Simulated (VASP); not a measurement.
# Li8Nb7PO24 (a cell with a defect) in VASP: a series of runs

Li8Nb7PO24 (a cell with a defect) is run at these levels: PBE; tasks: single point.

Program: VASP 6.6.1. These are calculated values, not measurements. Logs are shortened: lines on timing, memory, paths and dates and some standing lists are left out, and cuts for length are marked.

## Step 1: The cell of the first run

The cell holds a defect, 40 atoms: a = 5.550 Å, b = 11.101 Å, c = 11.101 Å, α = 55.75°, β = 55.75°, γ = 55.75°.

## Step 2: Single point, PBE

INCAR

```
PREC = Accurate
ENCUT = 650
EDIFF = 1E-6
ISMEAR = 0
SIGMA = 0.01
LREAL = Auto
LASPH = True
NELM = 120
ALGO = Normal
ISIF = 2
LWAVE = False
LCHARG = False
GGA = PE
NBANDS = 158
GGA_COMPAT = False
```

KPOINTS

```
Automatic mesh
0
Gamma
  1 1 1
  0.25 0.25 0.25
```

POSCAR

```
Li8Nb7PO24
1.0
    2.5949501400      1.4981951600      4.6722232500
   -5.1899002700      2.9963903200      9.3444465000
    0.0000000000     -5.9927806400      9.3444465000
Li Nb O P
8 7 24 1
Direct
    0.7183582900      0.3591791400      0.3591791400
    0.2183582900      0.1091791400      0.1091791400
    0.7183582900      0.3591791400      0.8591791400
    0.2183582900      0.1091791400      0.6091791400
    0.7183582900      0.8591791400      0.3591791400
    0.2183582900      0.6091791400      0.1091791400
    0.7183582900      0.8591791400      0.8591791400
    0.2183582900      0.6091791400      0.6091791400
    0.9994820100      0.4997410100      0.4997410100
    0.4994820100      0.2497410100      0.2497410100
    0.9994820100      0.4997410100      0.9997410100
    0.9994820100      0.9997410100      0.4997410100
    0.4994820100      0.7497410100      0.2497410100
    0.9994820100      0.9997410100      0.9997410100
    0.4994820100      0.7497410100      0.7497410100
    0.2789058900      0.3209637500      0.4447556600
    0.6419275000      0.4447556600      0.1394529400
    0.8895113200      0.1394529400      0.3209637500
    0.3895113200      0.0709637500      0.3894529400
    0.7789058900      0.1947556600      0.0709637500
    0.1419275000      0.3894529400      0.1947556600
    0.2789058900      0.3209637500      0.9447556600
    0.6419275000      0.4447556600      0.6394529400
    0.8895113200      0.1394529400      0.8209637500
    0.3895113200      0.0709637500      0.8894529400
    0.7789058900      0.1947556600      0.5709637500
    0.1419275000      0.3894529400      0.6947556600
    0.2789058900      0.8209637500      0.4447556600
    0.6419275000      0.9447556600      0.1394529400
    0.8895113200      0.6394529400      0.3209637500
    0.3895113200      0.5709637500      0.3894529400
    0.7789058900      0.6947556600      0.0709637500
    0.1419275000      0.8894529400      0.1947556600
    0.2789058900      0.8209637500      0.9447556600
    0.6419275000      0.9447556600      0.6394529400
    0.8895113200      0.6394529400      0.8209637500
    0.3895113200      0.5709637500      0.8894529400
    0.7789058900      0.6947556600      0.5709637500
    0.1419275000      0.8894529400      0.6947556600
    0.4994820100      0.2497410100      0.7497410100
```

Potentials or basis: VASP PAW PBE potentials, release 64 (Li_sv, Nb_sv, O, P).

Command:

```console
$ cat potpaw_PBE.64/Li_sv/POTCAR potpaw_PBE.64/Nb_sv/POTCAR potpaw_PBE.64/O/POTCAR potpaw_PBE.64/P/POTCAR > POTCAR
$ mpirun -np 1 vasp_std > vasp.out
```

OUTCAR:

```text
PREC = Accurate
   ENCUT = 650
   EDIFF = 1E-6
   ISMEAR = 0
   LREAL = Auto
   LASPH = True
   NELM = 120
   ISIF = 2
   GGA = PE

 ion  position               nearest neighbor table
   1  0.718  0.359  0.359-  21 2.08  26 2.08  31 2.08  16 2.27  18 2.27  17 2.27
   2  0.218  0.109  0.109-  29 2.08  22 2.08  18 2.08  20 2.27  25 2.27  33 2.27
   3  0.718  0.359  0.859-  27 2.08  20 2.08  37 2.08  22 2.27  24 2.27  23 2.27
   4  0.218  0.109  0.609-  35 2.08  16 2.08  24 2.08  26 2.27  19 2.27  39 2.27
   5  0.718  0.859  0.359-  33 2.08  38 2.08  19 2.08  28 2.27  30 2.27  29 2.27
   6  0.218  0.609  0.109-  17 2.08  34 2.08  30 2.08  32 2.27  37 2.27  21 2.27
   7  0.718  0.859  0.859-  39 2.08  32 2.08  25 2.08  34 2.27  36 2.27  35 2.27
   8  0.218  0.609  0.609-  23 2.08  28 2.08  36 2.08  38 2.27  31 2.27  27 2.27
   9  0.999  0.500  0.500-  23 1.88  30 1.88  16 1.88  38 2.16  27 2.16  31 2.16
  10  0.499  0.250  0.250-  21 1.88  19 1.88  20 1.88  16 2.16  17 2.16  18 2.16
  11  0.999  0.500  1.000-  17 1.88  36 1.88  22 1.88  32 2.16  21 2.16  37 2.16
  12  0.999  1.000  0.500-  35 1.88  18 1.88  28 1.88  26 2.16  39 2.16  19 2.16
  13  0.499  0.750  0.250-  33 1.88  31 1.88  32 1.88  28 2.16  29 2.16  30 2.16
  14  0.999  1.000  1.000-  29 1.88  24 1.88  34 1.88  20 2.16  33 2.16  25 2.16
  15  0.499  0.750  0.750-  39 1.88  37 1.88  38 1.88  34 2.16  35 2.16  36 2.16
  16  0.279  0.321  0.445-   9 1.88   4 2.08  10 2.16   1 2.27
  17  0.642  0.445  0.139-  11 1.88   6 2.08  10 2.16   1 2.27
  18  0.890  0.139  0.321-  12 1.88   2 2.08  10 2.16   1 2.27
  19  0.390  0.071  0.389-  10 1.88   5 2.08  12 2.16   4 2.27
  20  0.779  0.195  0.071-  10 1.88   3 2.08  14 2.16   2 2.27
  21  0.142  0.389  0.195-  10 1.88   1 2.08  11 2.16   6 2.27
[... 16 lines left out ...]
  38  0.779  0.695  0.571-  15 1.88   5 2.08   9 2.16   8 2.27
  39  0.142  0.889  0.695-  15 1.88   7 2.08  12 2.16   4 2.27
  40  0.499  0.250  0.750-  27 1.88  25 1.88  26 1.88  22 2.16  23 2.16  24 2.16

  LATTYP: Found a base centered monoclinic cell.
 ALAT       =    15.1977748256
 B/A-ratio  =     0.6829815986
 C/A-ratio  =     0.3652177898
 COS(beta)  =    -0.0918250328

  Lattice vectors:

 A1 = (   7.7848504100,  -1.4981951600,  -4.6722232500)
 A2 = (   2.5949501400,   7.4909758000,  -4.6722232500)
 A3 = (   2.5949501400,   1.4981951600,   4.6722232500)

Analysis of symmetry for initial positions (statically):
=====================================================================
 Subroutine PRICEL returns:
 Original cell was already a primitive cell.

 Routine SETGRP: Setting up the symmetry group for a
 base centered monoclinic supercell.

 Subroutine GETGRP returns: Found  1 space group operations
 (whereof  1 operations were pure point group operations)
 out of a pool of  4 trial point group operations.

The static configuration has the point symmetry C_1 .

Analysis of symmetry for dynamics (positions and initial velocities):
=====================================================================
 Subroutine PRICEL returns:
 Original cell was already a primitive cell.

 Routine SETGRP: Setting up the symmetry group for a
 base centered monoclinic supercell.

 Subroutine GETGRP returns: Found  1 space group operations
 (whereof  1 operations were pure point group operations)
 out of a pool of  4 trial point group operations.

The dynamic configuration has the point symmetry C_1 .

 Subroutine INISYM returns: Found  1 space group operations
 (whereof  1 operations are pure point group operations),
 and found     1 'primitive' translations

----------------------------------------------------------------------------------------

                                     Primitive cell

  volume of cell :     435.9455

  direct lattice vectors                    reciprocal lattice vectors
     2.594950140  1.498195160  4.672223250     0.192681930  0.111244964  0.071343623
    -5.189900270  2.996390320  9.344446500    -0.096340965  0.055622482  0.035671811
     0.000000000 -5.992780640  9.344446500     0.000000000 -0.111244964  0.035671811

  length of vectors
     5.550497731 11.100995458 11.100995459     0.233648626  0.116824313  0.116824313

  position of ions in fractional coordinates (direct lattice)
     0.718358290  0.359179140  0.359179140
     0.218358290  0.109179140  0.109179140
     0.718358290  0.359179140  0.859179140
     0.218358290  0.109179140  0.609179140
     0.718358290  0.859179140  0.359179140
     0.218358290  0.609179140  0.109179140
[... 32 lines left out ...]
     0.141927500  0.889452940  0.694755660
     0.499482010  0.249741010  0.749741010

  ion indices of the primitive-cell ions
   primitive index   ion index
                 1           1
                 2           2
                 3           3
                 4           4
                 5           5
                 6           6
[... 32 lines left out ...]
                39          39
[... 34 lines left out ...]
   dimension x,y,z NGX =    48 NGY =   96 NGZ =   96
   dimension x,y,z NGXF=    96 NGYF=  192 NGZF=  192
   ions per type =               8   7  24   1
   NGX,Y,Z   is equivalent  to a cutoff of  14.38, 14.38, 14.38 a.u.
   NGXF,Y,Z  is equivalent  to a cutoff of  28.75, 28.75, 28.75 a.u.
 SYSTEM =  unknown system
   PREC   = accura    normal or accurate (medium, high low for compatibility)
   ISTART =      0    job   : 0-new  1-cont  2-samecut
   ICHARG =      2    charge: 1-file 2-atom 10-const
   ISPIN  =      1    spin polarized calculation?
   LNONCOLLINEAR =      F non collinear calculations
   LSORBIT =      F    spin-orbit coupling
   LASPH  =      T    aspherical Exc in radial PAW
   ENCUT  =  650.0 eV  47.77 Ry    6.91 a.u.  11.54 23.08 23.08*2*pi/ulx,y,z
   NELM   =    120;   NELMIN=  2; NELMDL= -5     # of ELM steps
   EDIFF  = 0.1E-05   stopping-criterion for ELM
   LREAL  =      T    real-space projection
   EDIFFG = 0.1E-04   stopping-criterion for IOM
   NSW    =      0    number of steps for IOM
[... 5 lines left out ...]
   TEBEG  =    0.0;   TEEND  =   0.0 temperature during run
   PSTRESS=    0.0 pullay stress
   NELECT =     264.0000    total number of electrons
   NUPDOWN=      -1.0000    fix difference up-down
   EMIN   =  10.00;   EMAX   =-10.00  energy-range for DOS
   EFERMI =   0.00;   METHOD = LEGACY
   ISMEAR =     0;   SIGMA  =   0.01  broadening in eV -4-tet -1-fermi 0-gaus
   EFERMI_NEDOS =   21; number of points for ismear=-14 and -15
   IALGO  =     38    algorithm
   IMIX   =      4    mixing-type and parameters
     AMIX     =   0.40;   BMIX     =  1.00
     AMIX_MAG =   1.60;   BMIX_MAG =  1.00
  volume/ion in A,a.u.               =      10.90        73.55
  Fermi-wavevector in a.u.,A,eV,Ry     =   1.385050  2.617365 26.100913  1.918363
  Thomas-Fermi vector in A             =   2.509496
   LORBIT       =      0    0 simple, 1 ext, 2 COOP (PROOUT), +10 PAW based schemes
   GGA     = PE    functional components
   LHFCALC =     F    Hartree Fock is set to
   AEXX    =    0.0000 exact exchange contribution
   IVDW    =     0    specifies the selected vdW correction
   LEPSILON=     F    determine dielectric tensor
   LRPA    =     F    only Hartree local field effects (RPA)
 non-spin polarized calculation
 Gauss-broadening in eV      SIGMA  =   0.01
  energy-cutoff  :      650.00
  volume of cell :      435.95
 maximum number of plane-waves:     16398
 NGX is ok and might be reduce to    48
   NGX = 23   NGY = 47   NGZ = 47

 number of electron     263.9999973 magnetization

 Free energy of the ion-electron system (eV)
  ---------------------------------------------------
  ext. energy  EPLUGINS =         0.00000000
  ---------------------------------------------------
  free energy    TOTEN  =      -308.66057822 eV

  energy without entropy =     -308.66057822  energy(sigma->0) =     -308.66057822

 E-fermi :   3.3008     XC(G=0): -10.5909

 val. band max:        3.1970431494   @ k =   0.2500   0.2500   0.2500
 cond. band min:       4.9706565833   @ k =   0.2500   0.2500   0.2500
 fundamental gap:      1.7736134339
 Fermi energy:         3.3007752529

 k-point     1 :       0.2500    0.2500    0.2500
  band No.  band energies     occupation
      1     -51.1938      2.00000
      2     -51.1911      2.00000
      3     -51.1852      2.00000
      4     -51.1609      2.00000
      5     -51.1339      2.00000
      6     -51.1284      2.00000
[... 136 lines left out ...]
    143       7.6112      0.00000
    144       7.6908      0.00000
 [bands above 144 left out]

------------------------ aborting loop because EDIFF is reached ----------------------------------------

  FORCE on cell =-STRESS in cart. coord.  units (eV):
  Direction    XX          YY          ZZ          XY          YZ          ZX
  --------------------------------------------------------------------------------------
  -------------------------------------------------------------------------------------
  Total      -14.7508137    -14.7342327    -14.5812044      0.1080242     -0.1102272     -0.1577545
  in kB      -54.2118622    -54.1509242    -53.5885179      0.3970082     -0.4051046     -0.5797759
  external PRESSURE =     -53.9837681 kB  Pullay stress =       0.0000000 kB

 VOLUME and BASIS-vectors are now :
 -----------------------------------------------------------------------------
  energy-cutoff  :      650.00
  volume of cell :      435.95
      direct lattice vectors                 reciprocal lattice vectors
     2.594950140  1.498195160  4.672223250     0.192681930  0.111244964  0.071343623
    -5.189900270  2.996390320  9.344446500    -0.096340965  0.055622482  0.035671811
     0.000000000 -5.992780640  9.344446500     0.000000000 -0.111244964  0.035671811

 POSITION                                       TOTAL-FORCE (eV/Angst)
 -----------------------------------------------------------------------------------
      0.00000      0.00000     10.06899        -0.043666     -0.144392      0.084262
      0.00000      0.00000      3.06066         0.018671      0.142513     -0.103666
      0.00000     -2.99639     14.74121         0.140103      0.026208     -0.036477
      0.00000     -2.99639      7.73288        -0.152622     -0.049667     -0.023223
     -2.59495      1.49820     14.74121        -0.004121     -0.009314      0.006059
     -2.59495      1.49820      7.73288         0.000976      0.002890     -0.002851
[... 32 lines left out ...]
     -4.24788     -1.28573     15.46667         0.228959     -0.011023     -0.000878
     -0.00000     -2.99639     11.67330         0.033996      0.018735     -2.540403
 -----------------------------------------------------------------------------------
    total drift:                               -0.000210      0.000125     -0.004772

  FREE ENERGIE OF THE ION-ELECTRON SYSTEM (eV)
  ---------------------------------------------------
  free  energy   TOTEN  =      -308.6605782198 eV

  energy  without entropy=     -308.6605782198  energy(sigma->0) =     -308.66057822
```

Wall time 13 min (1 thread of Intel Xeon 8259CL, shared host); peak memory 0.9 GiB.

What came out:

```yaml
Free_energy: -308.6606 eV
Pressure: -5.4 GPa
Largest_force: 3.823 eV/Å
Band_gap_on_the_k_mesh: 1.77 eV
```

Forces on the atoms (eV/Å):
```
Li  -0.044 -0.144  0.084
Li   0.019  0.143 -0.104
Li   0.140  0.026 -0.036
Li  -0.153 -0.050 -0.023
Li  -0.004 -0.009  0.006
Li   0.001  0.003 -0.003
Li  -0.091  0.123  0.087
Li   0.117 -0.119 -0.105
Nb   0.797  0.275  0.289
Nb   0.110  0.100  0.091
Nb  -0.366  0.155  0.136
Nb  -0.236 -0.488  0.309
Nb   0.132 -0.111  0.025
Nb  -0.169 -0.093  0.286
Nb  -0.277 -0.064  0.111
O   -0.243  0.100 -0.038
O    0.008  0.005  0.006
O   -0.044  0.069 -0.007
O   -0.048 -0.032 -0.052
O   -0.089 -0.202 -0.024
O   -0.044  0.073 -0.128
O    1.004  0.940 -1.274
O    0.296 -1.388 -1.166
O   -1.346  0.318 -1.322
O   -1.117  3.057  1.887
O   -2.104 -2.393  1.962
O    3.151 -0.656  2.063
O    0.025  0.079 -0.081
O   -0.014  0.119  0.061
O   -0.011 -0.002 -0.043
O   -0.096  0.177 -0.041
O    0.034 -0.036 -0.058
O   -0.058  0.112 -0.075
O    0.025  0.018  0.015
O    0.154  0.009 -0.123
O    0.115 -0.093  0.048
O   -0.005 -0.003 -0.016
O    0.170 -0.026 -0.205
O    0.229 -0.011 -0.001
P    0.034  0.019 -2.540
```

Stress tensor (GPa, compression positive):
```
-5.42  0.04 -0.06
 0.04 -5.42 -0.04
-0.06 -0.04 -5.36
```

Levels at points of the mesh, in eV from the valence-band top:
| k point | band 129 | band 130 | band 131 | band 132 | band 133 | band 134 | band 135 | band 136 |
| --- | --- | --- | --- | --- | --- | --- | --- | --- |
| (0.25, 0.25, 0.25) | -0.19 | -0.16 | -0.08 | 0.00 | 1.77 | 3.61 | 3.64 | 3.73 |

Caveat: the k points lie up to 1.14 Å⁻¹ apart, too coarse for converged energies, forces and pressures.

## Step 3: Single point, PBE

INCAR

```
SYSTEM = Li8Nb7PO24
PREC = Accurate ; ENCUT = 650
EDIFF = 1E-6 ; ISMEAR = 0
SIGMA = 0.01 ; LREAL = Auto
LASPH = .TRUE. ; NELM = 120
ALGO = Normal ; ISIF = 2
LWAVE = .FALSE. ; LCHARG = .TRUE.
GGA = PE ; LELF = .TRUE.
LVHAR = .TRUE. ; NBANDS = 158
GGA_COMPAT = .FALSE.
```

KPOINTS is that of step 2.

Edit POSCAR of step 2 so:

```diff
@@ -2,5 +2,5 @@
 1.0
-    2.5949501400      1.4981951600      4.6722232500
-   -5.1899002700      2.9963903200      9.3444465000
-    0.0000000000     -5.9927806400      9.3444465000
+    2.5949501352      1.4981951591      4.6722232478
+   -5.1899002704      2.9963903182      9.3444464955
+    0.0000000000     -5.9927806363      9.3444464955
 Li Nb O P
```

Potentials or basis: VASP PAW PBE potentials, release 64 (Li_sv, Nb_sv, O, P).

Command:

```console
$ cat potpaw_PBE.64/Li_sv/POTCAR potpaw_PBE.64/Nb_sv/POTCAR potpaw_PBE.64/O/POTCAR potpaw_PBE.64/P/POTCAR > POTCAR
$ mpirun -np 1 vasp_std > vasp.out
```

Run time: 9.7 min. Hardware: 1 thread of Intel Xeon 8259CL, shared host; peak memory 0.9 GiB.

The run converged. Its results:

```yaml
Free_energy: -308.6606 eV
Pressure: -5.4 GPa
Largest_force: 3.823 eV/Å
Band_gap_on_the_k_mesh: 1.77 eV
```

Forces in eV/Å, atoms in the order of the input:
```
Li  -0.044 -0.144  0.084
Li   0.019  0.143 -0.104
Li   0.140  0.026 -0.036
Li  -0.153 -0.050 -0.023
Li  -0.004 -0.009  0.006
Li   0.001  0.003 -0.003
Li  -0.091  0.123  0.087
Li   0.117 -0.119 -0.105
Nb   0.797  0.275  0.289
Nb   0.110  0.100  0.091
Nb  -0.366  0.155  0.136
Nb  -0.236 -0.488  0.309
Nb   0.132 -0.111  0.025
Nb  -0.169 -0.093  0.286
Nb  -0.277 -0.064  0.111
O   -0.243  0.100 -0.038
O    0.008  0.005  0.006
O   -0.044  0.069 -0.007
O   -0.048 -0.032 -0.052
O   -0.089 -0.202 -0.024
O   -0.044  0.073 -0.128
O    1.004  0.940 -1.274
O    0.296 -1.388 -1.166
O   -1.346  0.318 -1.322
O   -1.117  3.057  1.887
O   -2.104 -2.393  1.962
O    3.151 -0.656  2.063
O    0.025  0.079 -0.081
O   -0.014  0.119  0.061
O   -0.011 -0.002 -0.043
O   -0.096  0.177 -0.041
O    0.034 -0.036 -0.058
O   -0.058  0.112 -0.075
O    0.025  0.018  0.015
O    0.154  0.009 -0.123
O    0.115 -0.093  0.048
O   -0.005 -0.003 -0.016
O    0.170 -0.026 -0.205
O    0.229 -0.011 -0.001
P    0.034  0.019 -2.540
```

Stress tensor (GPa, compression positive):
```
-5.42  0.04 -0.06
 0.04 -5.42 -0.04
-0.06 -0.04 -5.36
```

Levels at points of the mesh, in eV from the valence-band top:
```tsv
k point	band 128	band 129	band 130	band 131	band 132	band 133	band 134	band 135	band 136	band 137
(0.25, 0.25, 0.25)	-0.25	-0.19	-0.16	-0.08	0.00	1.77	3.61	3.64	3.73	3.78
```

Caveat: the k points lie up to 1.14 Å⁻¹ apart, too coarse for converged energies, forces and pressures.

## Step 4: Single point, PBE, collinear spin

INCAR

```
  ALGO = Normal
  EDIFF = 1E-6
  ENCUT = 650
  GGA = PE
  GGA_COMPAT = False
  ISIF = 2
  ISMEAR = 0
  ISPIN = 2
  LASPH = True
  LCHARG = False
  LMAXMIX = 4
  LORBIT = 11
  LREAL = Auto
  LWAVE = False
  MAGMOM = 0 0 0 0 0 0 0 0 0.03 0 0.03 0.01 0.01 0.03 0 0.01 0 0 0 0 0 0.05 0.06 0.06 0.08 0.08 0.08 0.01 0.01 0 0 0 0 0 0 0.01 0 0.01 0 0.19
  NBANDS = 162
  NELECT = 265.0
  NELM = 200
  NUPDOWN = 1.0
  PREC = Accurate
  SIGMA = 0.01
```

KPOINTS is that of step 3.

Edit POSCAR of step 3 so:

```diff
@@ -2,5 +2,5 @@
 1.0
-    2.5949501352      1.4981951591      4.6722232478
-   -5.1899002704      2.9963903182      9.3444464955
-    0.0000000000     -5.9927806363      9.3444464955
+    2.5949501400      1.4981951600      4.6722232500
+   -5.1899002700      2.9963903200      9.3444465000
+    0.0000000000     -5.9927806400      9.3444465000
 Li Nb O P
```

Command:

```console
$ cat potpaw_PBE.64/Li_sv/POTCAR potpaw_PBE.64/Nb_sv/POTCAR potpaw_PBE.64/O/POTCAR potpaw_PBE.64/P/POTCAR > POTCAR
$ mpirun -np 1 vasp_std > vasp.out
```

Run time: 16 min. Hardware: 1 thread of Intel Xeon 8259CL, shared host; peak memory 1.3 GiB.

The run converged. Its results:

* Free energy: -303.4992 eV
* Largest force: 2.960 eV/Å
* Net moment: 1.00 μB per cell
* Site moments: Li +0.00, -0.00 (each value once); Nb +0.06, +0.00, +0.05, +0.01, +0.02 (each value once); O +0.01, -0.00, +0.00, +0.05, +0.06, +0.07 (each value once); P +0.24 μB
* Valence electrons inside the program's atomic spheres: Li 2.06; Nb 10.47, 10.46, 10.45 (each value once); O 5.07, 5.01, 4.99, 5.08 (each value once); P 2.04

Forces on the atoms (eV/Å):
```
Li  -0.013 -0.282  0.106
Li   0.070  0.327 -0.157
Li   0.233  0.168 -0.209
Li  -0.336 -0.130  0.023
Li   0.023  0.028 -0.064
Li  -0.031  0.001  0.014
Li  -0.253  0.079  0.111
Li   0.287 -0.206 -0.156
Nb   0.775 -1.375  0.244
Nb  -0.020  0.079  0.231
Nb   0.765  0.305 -0.343
Nb  -0.959 -0.517  0.827
Nb   0.086  0.032  0.149
Nb  -0.562  1.515  0.220
Nb  -0.069 -0.077  0.235
O    0.207  0.316 -0.344
O   -0.112 -0.195 -0.124
O    0.013  0.132 -0.125
O    0.099  0.010 -0.069
O   -0.290 -0.368  0.140
O    0.031  0.005 -0.023
O   -0.461 -0.199  0.140
O   -0.025  0.306  0.013
O    0.179 -0.328 -0.093
O   -0.738  1.855  1.020
O   -1.057 -1.502  0.849
O    1.972 -0.237  1.113
O    0.114  0.007 -0.102
O   -0.101 -0.486 -0.139
O   -0.296  0.377 -0.211
O   -0.056  0.391  0.116
O    0.001 -0.006 -0.011
O    0.035 -0.160  0.134
O    0.409  0.006 -0.308
O    0.191  0.006 -0.214
O   -0.163  0.138 -0.093
O   -0.031  0.012  0.074
O   -0.192  0.019  0.046
O    0.270 -0.019 -0.060
P    0.008 -0.025 -2.960
```

Caveat: the k points lie up to 1.14 Å⁻¹ apart, too coarse for converged energies, forces and pressures; the cell carries a net charge on a neutralising background, which shifts energy and pressure; the cell is charged against a uniform background, so pressure and absolute levels hang on convention; the total moment is fixed, so each spin has its own Fermi level and the state may be an excited one.
